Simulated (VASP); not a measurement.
Write the native input for VASP 6.6.1 that does the following.

| Quantity | Value |
| --- | --- |
| Task | single point |
| Functional | PBE |
| Potentials or basis | VASP PAW PBE potentials, release 64 (Ni_sv_GW, O) |
| Cutoff | 600 eV |
| k mesh | 10 × 10 × 10 |
| Occupations | gaussian, width 0.05 eV |
| Spin | collinear spin, ferromagnetic start |
| Starting moments | [0.5, 0.0] μB |
| Hubbard terms | Ni d U = 6.2 eV |
| Dipole correction | no |
| Second run | valence_matched |
| Further INCAR settings | ALGO = Normal; EDIFF = 1e-06; NBANDS = 23 |

The structure of NiO lies in POSCAR:

```
NiO
1.0
    0.0000000000      2.1338354365      2.1338354365
    2.1338354365      0.0000000000      2.1338354365
    2.1338354365      2.1338354365      0.0000000000
Ni O
1 1
Direct
    0.0000000000      0.0000000000      0.0000000000
    0.5000000000      0.5000000000      0.5000000000
```

The input as run:

INCAR

```
SYSTEM = NiO
PREC = Accurate ; ENCUT = 600
EDIFF = 1E-6 ; ISMEAR = 0
SIGMA = 0.05 ; LREAL = .FALSE.
LASPH = .TRUE. ; NELM = 200
ALGO = Normal ; ISIF = 2
LWAVE = .FALSE. ; LCHARG = .FALSE.
ISPIN = 2 ; MAGMOM = 0.5 0
LORBIT = 11 ; LMAXMIX = 4
LDAU = .TRUE. ; LDAUTYPE = 2
LDAUL = 2 -1 ; LDAUU = 6.2 0
LDAUJ = 0 0 ; LDAUPRINT = 1
GGA = PE ; NBANDS = 23
GGA_COMPAT = .FALSE.
```

KPOINTS

```
Automatic mesh
0
G
  10 10 10
  0 0 0
```

Potentials or basis: VASP PAW PBE potentials, release 64 (Ni_sv_GW, O).

Command:

```sh
$ cat potpaw_PBE.64/Ni_sv_GW/POTCAR potpaw_PBE.64/O/POTCAR > POTCAR
$ mpirun -np 1 vasp_std > vasp.out
```

It gave:

- Pressure: -3.6 GPa
- Band gap on the k mesh: 2.00 eV, indirect (least direct gap 3.16 eV)
- Net moment: 2.00 μB per cell
- Site moments: Ni +1.80; O +0.16 μB
- Valence electrons inside the program's atomic spheres: Ni 16.08; O 5.01

Caveat: a cell with one magnetic atom can't hold antiferromagnetic order, which such compounds often take.

Run time: 53 s on 1 thread of Intel(R) Xeon(R) Platinum 8488C (Sapphire Rapids), on a shared host, peak memory 0.19 GiB.
